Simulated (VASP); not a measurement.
# HfO2 (P1) in VASP: further runs

HfO2 is run at these levels: PBE; tasks: single point.

Everything below comes from runs of VASP 6.6.1. Logs are shortened: lines on timing, memory, paths and dates and some standing lists are left out, and cuts for length are marked.

### 1 The cell of the first run

The typed cell holds 24 atoms: a = 7.487 Å, b = 7.487 Å, c = 7.487 Å, α = 60.00°, β = 60.00°, γ = 60.00°.

### 2 Single point, PBE

Input file INCAR:

```
ALGO     = Normal         # electronic algorithm
EDIFF    = 1E-6           # SCF threshold, eV
ENCUT    = 520            # plane-wave cutoff, eV
GGA      = PE             # functional
ISIF     = 2              # what is computed and relaxed
ISMEAR   = -1             # smearing method
LASPH    = T              # aspherical terms in the spheres
LCHARG   = F              # write CHGCAR
LREAL    = Auto         
LWAVE    = F              # write WAVECAR
NBANDS   = 106            # bands
NELM     = 100            # most SCF steps
PREC     = Accurate       # precision mode
SIGMA    = 0.3705         # smearing width, eV
```

Input file KPOINTS:

```
Automatic mesh
0
Gamma
  2 2 2
  0.5 0.5 0.5
```

Input file POSCAR:

```
HfO2
1.0
   -5.2938635521      5.2938635521      0.0000000000
   -5.2938635521      0.0000000000      5.2938635521
    0.0000000000      5.2938635521      5.2938635521
Hf O
8 16
Direct
    0.9564745956      1.0636486839      0.4396754803
    0.4953400242      0.9746529069      0.5154924136
    0.9742123025      0.5025237190      0.5230943285
    0.9771000799      0.9723691307      0.0130616325
    0.4624802804      0.5434738677      0.4989555311
    0.5246091012      0.9766694871      0.0181576270
    1.0240698399      0.5029880302     -0.0163965314
    0.4224697101      0.5018094958      0.0312055644
    0.8631053587      0.8224114500      0.3574982584
    0.4416501251      0.8820120606      0.3357803771
    0.8193188127      0.4062987228      0.3298639987
    0.8906310965      0.8473659088      0.9411331537
    0.4618534225      0.2776828276      0.3632951588
    0.3362877570      0.8880647289      0.8589670767
    0.9780291745      0.3537807466      0.8495859320
    0.3410497800      0.4203056951      0.8447954799
    0.5715952952      0.5725962655      0.1189755825
    0.1172818290      0.5998549016      0.1665940180
    0.6248218277      0.1770707709      0.0330670593
    0.6546295472      0.5516051691      0.6720219486
    0.1402543705      0.0685026156      0.1556576765
    0.1308384686      0.6522296931      0.5695280905
    0.6259547431      0.1081998042      0.6469737964
    0.1035344025      0.1523866250      0.5059185930
```

Potentials or basis: VASP PAW PBE potentials, release 64 (Hf_pv, O).

Command:

```console
$ cat potpaw_PBE.64/Hf_pv/POTCAR potpaw_PBE.64/O/POTCAR > POTCAR
$ mpirun -np 1 vasp_std > vasp.out
```

OUTCAR:

```text
EDIFF = 1E-6
   ENCUT = 520
   GGA = PE
   ISIF = 2
   ISMEAR = -1
   LASPH = T
   LREAL = Auto
   NELM = 100
   PREC = Accurate

 ion  position               nearest neighbor table
   1  0.956  0.064  0.440-  21 1.86  24 1.87  11 2.10  23 2.12  22 2.53   9 2.63   7 3.38   4 3.50
                             2 3.56   5 3.67   3 3.71   6 3.79   5 3.86   6 3.86   3 3.87
   2  0.495  0.975  0.515-  13 1.91  10 2.05  14 2.12   9 2.29  23 2.42  24 2.57  20 2.60   5 3.42
                             1 3.56   3 3.56   6 3.61   4 3.69   8 3.73   4 3.81   8 3.81
   3  0.974  0.503  0.523-  20 1.99   9 2.01  15 2.13  18 2.19  22 2.21  24 2.35  11 2.74   8 3.53
                             2 3.56   7 3.65   4 3.68   1 3.71   5 3.73   5 3.78   4 3.83   7 3.86
   4  0.977  0.972  0.013-  12 1.74   9 2.12  14 2.21  19 2.26  18 2.30  21 2.47  15 2.48   6 3.35
                             8 3.43   7 3.46   1 3.50   3 3.68   2 3.69   2 3.81   3 3.83
   5  0.462  0.543  0.499-  22 2.05  16 2.12  10 2.15  11 2.23  20 2.40  17 2.46  13 2.65  23 2.66
                             2 3.42   6 3.44   7 3.47   1 3.67   8 3.70   3 3.73   3 3.78   8 3.83
   6  0.525  0.977  0.018-  10 1.95  19 2.05  12 2.26  23 2.27  21 2.36  17 2.60  14 2.69  16 2.74
                             4 3.35   5 3.44   2 3.61   7 3.65   8 3.65   1 3.79   7 3.85   1 3.86
   7  0.024  0.503  0.984-  16 1.95  15 2.06  12 2.16  11 2.20  18 2.31  22 2.54  21 2.66  17 2.85
                             8 3.17   1 3.38   4 3.46   5 3.47   6 3.65   3 3.65   6 3.85   3 3.86
   8  0.422  0.502  0.031-  18 1.88  17 1.91  19 2.12  16 2.18  13 2.27  20 2.32  14 2.38   7 3.17
                             4 3.43   3 3.53   6 3.65   5 3.70   2 3.73   2 3.81   5 3.83
   9  0.863  0.822  0.357-   3 2.01   4 2.12   2 2.29   1 2.63
  10  0.442  0.882  0.336-   6 1.95   2 2.05   5 2.15
  11  0.819  0.406  0.330-   1 2.10   7 2.20   5 2.23   3 2.74
  12  0.891  0.847  0.941-   4 1.74   7 2.16   6 2.26
  13  0.462  0.278  0.363-   2 1.91   8 2.27   5 2.65
  14  0.336  0.888  0.859-   2 2.12   4 2.21   8 2.38   6 2.69
  15  0.978  0.354  0.850-   7 2.06   3 2.13   4 2.48
  16  0.341  0.420  0.845-   7 1.95   5 2.12   8 2.18   6 2.74
  17  0.572  0.573  0.119-   8 1.91   5 2.46   6 2.60   7 2.85
  18  0.117  0.600  0.167-   8 1.88   3 2.19   4 2.30   7 2.31
  19  0.625  0.177  0.033-   6 2.05   8 2.12   4 2.26
  20  0.655  0.552  0.672-   3 1.99   8 2.32   5 2.40   2 2.60
  21  0.140  0.069  0.156-   1 1.86   6 2.36   4 2.47   7 2.66
  22  0.131  0.652  0.570-   5 2.05   3 2.21   1 2.53   7 2.54
  23  0.626  0.108  0.647-   1 2.12   6 2.27   2 2.42   5 2.66
  24  0.104  0.152  0.506-   1 1.87   3 2.35   2 2.57

  LATTYP: Found a face centered cubic cell.
 ALAT       =    10.5877271042

  Lattice vectors:

 A1 = (  -5.2938635521,   5.2938635521,   0.0000000000)
 A2 = (  -5.2938635521,   0.0000000000,   5.2938635521)
 A3 = (   0.0000000000,   5.2938635521,   5.2938635521)

Analysis of symmetry for initial positions (statically):
=====================================================================
 Subroutine PRICEL returns:
 Original cell was already a primitive cell.

 Routine SETGRP: Setting up the symmetry group for a
 face centered cubic supercell.

 Subroutine GETGRP returns: Found  1 space group operations
 (whereof  1 operations were pure point group operations)
 out of a pool of 48 trial point group operations.

The static configuration has the point symmetry C_1 .

Analysis of symmetry for dynamics (positions and initial velocities):
=====================================================================
 Subroutine PRICEL returns:
 Original cell was already a primitive cell.

 Routine SETGRP: Setting up the symmetry group for a
 face centered cubic supercell.

 Subroutine GETGRP returns: Found  1 space group operations
 (whereof  1 operations were pure point group operations)
 out of a pool of 48 trial point group operations.

The dynamic configuration has the point symmetry C_1 .

 Subroutine INISYM returns: Found  1 space group operations
[... 43 lines left out ...]
   EFERMI_NEDOS =   21; number of points for ismear=-14 and -15
   IALGO  =     38    algorithm
   IMIX   =      4    mixing-type and parameters
     AMIX     =   0.40;   BMIX     =  1.00
     AMIX_MAG =   1.60;   BMIX_MAG =  1.00
  volume/ion in A,a.u.               =      12.36        83.43
  Fermi-wavevector in a.u.,A,eV,Ry     =   1.375508  2.599332 25.742509  1.892021
  Thomas-Fermi vector in A             =   2.500837
   LORBIT       =      0    0 simple, 1 ext, 2 COOP (PROOUT), +10 PAW based schemes
   GGA     = PE    functional components
   LHFCALC =     F    Hartree Fock is set to
   AEXX    =    0.0000 exact exchange contribution
   IVDW    =     0    specifies the selected vdW correction
   LEPSILON=     F    determine dielectric tensor
   LRPA    =     F    only Hartree local field effects (RPA)
 non-spin polarized calculation
  energy-cutoff  :      520.00
  volume of cell :      296.72
 maximum number of plane-waves:      7993
   NGX = 27   NGY = 27   NGZ = 27

 number of electron     175.9999999 magnetization

 Free energy of the ion-electron system (eV)
  ---------------------------------------------------
  ext. energy  EPLUGINS =         0.00000000
  ---------------------------------------------------
  free energy    TOTEN  =      -232.75931758 eV

  energy without entropy =     -232.46362545  energy(sigma->0) =     -232.61147152

 E-fermi :   4.8422     XC(G=0): -11.0877

 val. band max:        3.3141013121   @ k =   0.5000   0.5000   0.2500
 cond. band min:       6.2969353980   @ k =   0.0000   0.2500   0.5000
 fundamental gap:      2.9828340859
 Fermi energy:         4.8422081579

 k-point     1 :       0.2500    0.2500    0.2500
  band No.  band energies     occupation
      1     -27.7518      2.00000
      2     -27.6637      2.00000
      3     -27.5728      2.00000
      4     -27.4873      2.00000
      5     -27.4700      2.00000
      6     -27.4301      2.00000
[... 92 lines left out ...]
     99       8.0589      0.00034
    100       8.1255      0.00028

 k-point     2 :       0.2500    0.0000    0.0000
  band No.  band energies     occupation
      1     -27.7507      2.00000
      2     -27.6677      2.00000
      3     -27.5737      2.00000
      4     -27.4885      2.00000
      5     -27.4714      2.00000
      6     -27.4256      2.00000
[... 1534 lines left out ...]
     99       8.0813      0.00032
    100       8.1344      0.00028
 [bands above 100 left out]

------------------------ aborting loop because EDIFF is reached ----------------------------------------

  FORCE on cell =-STRESS in cart. coord.  units (eV):
  Direction    XX          YY          ZZ          XY          YZ          ZX
  --------------------------------------------------------------------------------------
  -------------------------------------------------------------------------------------
  Total       -4.8336473      5.2128184     -7.8724013     -7.2938958      5.0620385      2.4288950
  in kB      -26.0998082     28.1471841    -42.5078931    -39.3841896     27.3330312     13.1150849
  external PRESSURE =     -13.4868391 kB  Pullay stress =       0.0000000 kB

 VOLUME and BASIS-vectors are now :
 -----------------------------------------------------------------------------
  energy-cutoff  :      520.00
  volume of cell :      296.72
      direct lattice vectors                 reciprocal lattice vectors
    -5.293863552  5.293863552  0.000000000    -0.094448978  0.094448978 -0.094448978
    -5.293863552  0.000000000  5.293863552    -0.094448978 -0.094448978  0.094448978
     0.000000000  5.293863552  5.293863552     0.094448978  0.094448978  0.094448978

 POSITION                                       TOTAL-FORCE (eV/Angst)
 -----------------------------------------------------------------------------------
     -5.40039      7.39103      2.66453         2.684953      0.267098      2.126436
     -7.78194      5.35121      7.88863        -0.419241      1.193947      1.675907
     -7.81764      7.92654      5.42948         1.472816      1.461381     -0.673992
    -10.32022      5.24178      5.21674        -6.171930      3.939927      5.658345
     -5.32538      5.08971      5.51848         0.039586      1.261553     -2.996044
     -7.94756      2.87333      5.26648        -0.923281     -3.239785     -1.367232
[... 16 lines left out ...]
     -3.88651      6.73871      3.99779         0.973504      1.566587     -0.147075
     -1.35481      3.22636      3.48498        -1.458470      3.027472      2.386500
 -----------------------------------------------------------------------------------
    total drift:                                0.010116     -0.003027     -0.000551

  FREE ENERGIE OF THE ION-ELECTRON SYSTEM (eV)
  ---------------------------------------------------
  free  energy   TOTEN  =      -232.7593175810 eV

  energy  without entropy=     -232.4636254526  energy(sigma->0) =     -232.61147152
```

Wall time 11 min (1 thread of AMD EPYC 9R45 (Zen 5), shared host); peak memory 0.58 GiB.

What came out:

- Free energy: -232.7593 eV
- Pressure: -1.3 GPa
- Largest force: 9.598 eV/Å
- Band gap on the k mesh: 2.98 eV (least direct gap 3.04 eV)

Forces in eV/Å, atoms in the order of the input:
```
Hf   2.685  0.267  2.126
Hf  -0.419  1.194  1.676
Hf   1.473  1.461 -0.674
Hf  -6.172  3.940  5.658
Hf   0.040  1.262 -2.996
Hf  -0.923 -3.240 -1.367
Hf   3.336 -1.896 -0.237
Hf  -3.195  3.128 -3.382
O   -0.884 -2.593  3.604
O    1.987  2.510 -0.971
O   -0.767 -0.551 -0.290
O    5.949 -4.597 -5.967
O    1.036 -1.262  1.588
O    0.873 -1.630 -1.156
O    0.554 -0.231 -0.717
O    0.387 -0.276  0.064
O   -4.209  0.263  3.490
O    1.526 -0.237 -0.382
O    0.496  0.640 -1.366
O   -0.012 -1.676  0.635
O   -2.381 -0.684 -2.060
O   -0.894 -0.385  0.482
O    0.974  1.567 -0.147
O   -1.458  3.027  2.386
```

Levels at points of the mesh, in eV from the valence-band top:
```csv
k point,band 86,band 87,band 88,band 89,band 90,band 91
"(0.25, 0.25, 0.25)",-0.53,-0.44,-0.07,3.15,3.32,3.57
```

Caveat: the atoms stand as in a frame of molecular dynamics; spin-orbit coupling is left out, which moves the levels of the heavy elements; a shifted mesh leaves out Γ, where band edges can lie; forces of over 1 eV/Å act on the atoms, so gaps and moduli don't describe the material at rest. A k mesh can miss the band edges.

### 3 Single point, PBE

Input file INCAR:

```
PREC = Accurate
ENCUT = 520
EDIFF = 1E-7
ISMEAR = -1
SIGMA = 0.3705
LREAL = Auto
LASPH = T
NELM = 60
ALGO = Normal
ISIF = 2
LWAVE = F
LCHARG = F
GGA = PE
NBANDS = 106
```

KPOINTS is that of step 2.

Input file POSCAR:

```
HfO2
1.0
   -5.2938635521      5.2938635521      0.0000000000
   -5.2938635521      0.0000000000      5.2938635521
    0.0000000000      5.2938635521      5.2938635521
Hf O
8 16
Direct
    0.9606443290      1.0643585624      0.4323373615
    0.4722525383      1.0028306260      0.4803927179
    0.9418851565      0.4931639198      0.5493606836
    0.9541775020      0.9967212884     -0.0012923454
    0.4877808003      0.5489582365      0.4478192490
    0.5005465241      0.9720394093     -0.0034987679
    1.0431769625      0.4851212115     -0.0606399271
    0.4759796839      0.4921300812      0.0161758041
    0.8128917487      0.9194262285      0.3751925187
    0.5054756273      0.8685386306      0.2812439318
    0.7903083370      0.3563319080      0.4564993933
    0.8706995287      0.8974803474      0.8861345696
    0.5289635769      0.3154777194      0.3162801579
    0.2628221310      0.8467030659      0.9183424265
    0.8755624232      0.3686932957      0.8666111158
    0.3612475994      0.4291601923      0.7626398868
    0.6444178182      0.6627078627      0.0372198864
    0.1651518766      0.5253865107      0.1410809879
    0.6089633721      0.2218912498     -0.0279874988
    0.5890575889      0.6749373997      0.6498664853
    0.1397487851      0.1209861179      0.1227687479
    0.0776871175      0.6595215320      0.5642769162
    0.6266175861      0.0245533340      0.6947850023
    0.1521159342      0.1150789011      0.5480879837
```

Potentials or basis: VASP PAW PBE potentials, release 64 (Hf_pv, O).

Command:

```console
$ cat potpaw_PBE.64/Hf_pv/POTCAR potpaw_PBE.64/O/POTCAR > POTCAR
$ mpirun -np 1 vasp_std > vasp.out
```

Run time: 15 min. Hardware: 1 thread of AMD EPYC 9R45 (Zen 5), shared host; peak memory 0.58 GiB.

It converged, with:

| Quantity | Value |
| --- | --- |
| Free energy | -231.9143 eV |
| Pressure | 0.2 GPa |
| Largest force | 5.571 eV/Å |
| Band gap on the k mesh | 2.88 eV |

Forces on the atoms (eV/Å):
```
Hf   4.693  1.888  1.631
Hf  -1.217  3.533  1.399
Hf  -0.267 -2.773  0.088
Hf  -1.440  1.334  3.299
Hf   0.352  0.304 -1.680
Hf  -3.018 -4.574 -1.007
Hf  -1.462 -0.781  0.989
Hf  -3.054 -1.070  1.109
O   -2.213 -1.612 -3.598
O    2.630  4.008  2.792
O   -1.767 -0.791  0.553
O    2.378  0.220 -3.912
O    0.540 -0.349  2.251
O   -2.082  0.727  0.180
O   -1.077  2.190 -1.211
O    1.708 -0.974  1.207
O    2.522  1.703 -0.942
O    3.749 -0.981  0.760
O    2.565  1.012 -1.455
O    0.310  1.117 -2.186
O   -1.417 -1.056  0.833
O   -0.823  1.496 -0.268
O   -1.762 -2.742 -1.972
O    0.155 -1.830  1.140
```

Stress tensor (GPa, compression positive):
```
-2.53  3.64  1.35
 3.64  3.68  1.39
 1.35  1.39 -0.67
```

Levels at points of the mesh, in eV from the valence-band top:
| k point | band 84 | band 85 | band 86 | band 87 | band 88 | band 89 | band 90 | band 91 | band 92 | band 93 |
| --- | --- | --- | --- | --- | --- | --- | --- | --- | --- | --- |
| (0.25, 0.25, 0.25) | -0.69 | -0.59 | -0.48 | -0.10 | 0.00 | 2.88 | 3.15 | 3.29 | 3.53 | 3.61 |

Caveat: the atoms stand as in a frame of molecular dynamics; spin-orbit coupling is left out, which moves the levels of the heavy elements; a shifted mesh leaves out Γ, where band edges can lie; forces of over 1 eV/Å act on the atoms, so gaps and moduli don't describe the material at rest. A k mesh can miss the band edges.

### 4 Single point, PBE

Input file INCAR:

```
SYSTEM = HfO2
PREC     = Accurate       ! precision mode
ENCUT    = 520            ! plane-wave cutoff, eV
EDIFF    = 1E-6           ! SCF threshold, eV
ISMEAR   = -1             ! smearing method
SIGMA    = 0.3705         ! smearing width, eV
LREAL    = Auto         
LASPH    = .True.         ! aspherical terms in the spheres
NELM     = 80             ! most SCF steps
ALGO     = Normal         ! electronic algorithm
ISIF     = 2              ! what is computed and relaxed
LWAVE    = .False.        ! write WAVECAR
LCHARG   = .False.        ! write CHGCAR
GGA      = PE             ! functional
NBANDS   = 106            ! bands
```

KPOINTS is that of step 3.

Input file POSCAR:

```
HfO2
1.0
   -5.2938635521      5.2938635521      0.0000000000
   -5.2938635521      0.0000000000      5.2938635521
    0.0000000000      5.2938635521      5.2938635521
Hf O
8 16
Direct
    0.9409543618      1.0359679554      0.4379582090
    0.4588495673      1.0506761168      0.4698955641
    0.9549172264      0.4611918075      0.5296811058
    1.0166776962      0.9458626862      0.0079278583
    0.5043970200      0.5658674370      0.4033636264
    0.4788249593      0.9754350389     -0.0329419144
    1.0467105821      0.5353832739     -0.1028524809
    0.5210271237      0.4719714582     -0.0090798525
    0.9020010533      0.9056930638      0.3044558070
    0.4587759915      0.8692992282      0.3011533041
    0.7958554199      0.3762577143      0.4118266326
    0.9800078806      0.8651311004      0.7629881202
    0.5512144337      0.3079779038      0.2954046670
    0.2989261027      0.9993684098      0.8369501700
    0.9419916949      0.2835553817      0.8968101375
    0.3525383648      0.5279716737      0.8029559051
    0.5815907361      0.6609902136      0.0662841036
   -0.0015247843      0.6414791327      0.1809708525
    0.6124504283      0.1944865012      0.0120511228
    0.6571948759      0.6570934377      0.6678591099
    0.1777566593      0.0898390174      0.1410265853
    0.2018516325      0.4898847457      0.5596209594
    0.6036274771      0.0430699616      0.6298716367
    0.1537858866      0.1170038657      0.5180716263
```

Command:

```console
$ cat potpaw_PBE.64/Hf_pv/POTCAR potpaw_PBE.64/O/POTCAR > POTCAR
$ mpirun -np 1 vasp_std > vasp.out
```

Wall time 11 min (1 thread of AMD EPYC 9R45 (Zen 5), shared host); peak memory 0.58 GiB.

The run converged. Its results:

* Free energy: -229.4708 eV
* Pressure: 6.5 GPa
* Largest force: 7.115 eV/Å
* Band gap on the k mesh: 2.70 eV

Forces on the atoms (eV/Å):
```
Hf  -1.670  1.879  4.237
Hf   1.767  1.065 -2.210
Hf   0.253 -0.205 -0.373
Hf  -2.013 -4.694 -1.016
Hf   3.611  0.776 -0.257
Hf  -4.232  0.648  1.786
Hf  -0.624  0.969 -0.841
Hf  -2.282 -2.244  0.208
O    2.340  0.846  2.111
O   -0.906  1.982  0.734
O    0.264  1.513 -0.622
O    3.037 -0.458 -0.460
O   -0.452 -0.900  1.425
O    3.508 -1.808 -2.600
O   -1.614 -2.706  2.141
O    2.029 -1.612 -0.375
O   -0.609  1.465 -0.422
O    0.720  0.981 -3.474
O    4.023  1.522 -5.668
O   -0.614  0.597 -1.796
O   -0.004 -1.075  2.619
O   -0.766 -0.673  1.812
O   -4.007  3.994  0.508
O   -1.758 -1.862  2.535
```

Stress tensor (GPa, compression positive):
```
 8.27  0.93 -0.73
 0.93  5.47 -4.05
-0.73 -4.05  5.86
```

Levels at points of the mesh, in eV from the valence-band top:
```csv
k point,band 85,band 86,band 87,band 88,band 89,band 90,band 91,band 92
"(0.25, 0.25, 0.25)",-0.77,-0.45,-0.28,-0.03,2.75,2.96,3.43,3.75
```

Caveat: the cell stands under pressure; the atoms stand as in a frame of molecular dynamics; spin-orbit coupling is left out, which moves the levels of the heavy elements; a shifted mesh leaves out Γ, where band edges can lie; forces of over 1 eV/Å act on the atoms, so gaps and moduli don't describe the material at rest. A k mesh can miss the band edges.

### 5 The runs side by side

| cell | gap on the mesh (eV) | pressure (GPa) | largest force (eV/Å) |
| --- | --- | --- | --- |
| as given, atomic positions A | 2.98 | -1.3 | 9.60 |
| as given, atomic positions B | 2.88 | 0.2 | 5.57 |
| as given, atomic positions C | 2.70 | 6.5 | 7.12 |

Alike in all rows: task single point; level PBE; potentials or basis VASP PAW PBE potentials, release 64 (Hf_pv, O); no spin polarisation; k mesh 2 × 2 × 2, shifted; cutoff (eV) 520; smearing fermi-dirac 0.3705 eV.

Caveats: the atoms stand as in a frame of molecular dynamics; spin-orbit coupling is left out, which moves the levels of the heavy elements; a shifted mesh leaves out Γ, where band edges can lie; forces of over 1 eV/Å act on the atoms, so gaps and moduli don't describe the material at rest; the cell stands under pressure (at least some runs).

Total energies depend on the potentials used, so only differences within one code and one set of settings carry meaning.
